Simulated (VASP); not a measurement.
Set up this calculation in VASP 6.6.1, as the native input.

```
Task                   : single point
Functional             : PBEsol
Potentials or basis    : VASP PAW PBE potentials, release 64 (Ti_sv)
Cutoff                 : 520 eV
k mesh                 : 20 × 20 × 20
Occupations            : gaussian, width 0.15 eV
Spin                   : no spin polarisation
Dipole correction      : no
Further INCAR settings : ALGO = Normal; EDIFF = 1e-06; NBANDS = 12
```

The structure of Ti lies in POSCAR:

```
Ti
1.0
   -1.5425400000      1.5425400000      1.6410000000
    1.5425400000     -1.5425400000      1.6410000000
    1.5425400000      1.5425400000     -1.6410000000
Ti
1
Direct
    0.0000000000      0.0000000000      0.0000000000
```

This cell differs from its parent crystal: strain -0.0600 x Voigt [1, 1, 0, 0, 0, 0].

One way to write it, as run:

INCAR

```
SYSTEM = Ti
ALGO = Normal
EDIFF = 1E-6
ENCUT = 520
GGA = PS
ISIF = 2
ISMEAR = 0
LASPH = .TRUE.
LCHARG = .FALSE.
LREAL = .FALSE.
LWAVE = .FALSE.
NBANDS = 12
NELM = 60
PREC = Accurate
SIGMA = 0.15
```

KPOINTS

```
k-points
0
G
  20 20 20
  0 0 0
```

Potentials or basis: VASP PAW PBE potentials, release 64 (Ti_sv).

Run with:

```sh
$ cat potpaw_PBE.64/Ti_sv/POTCAR > POTCAR
$ mpirun -np 1 vasp_std > vasp.out
```

Results of the run:

* Pressure: 6.9 GPa
* Band gap on the k mesh: zero (bands 6 and 7 overlap by 1.72 eV)

Caveat: the cell differs from its parent crystal (strain -0.0600 x Voigt [1, 1, 0, 0, 0, 0]); the cell stands under pressure; the PAW data sets were made with another functional, which shifts forces and pressure a little.

Wall time 34 s on 1 thread of AMD EPYC 9R45 96-Core Processor (Zen 5), with other jobs on the host, peak memory 0.19 GiB.
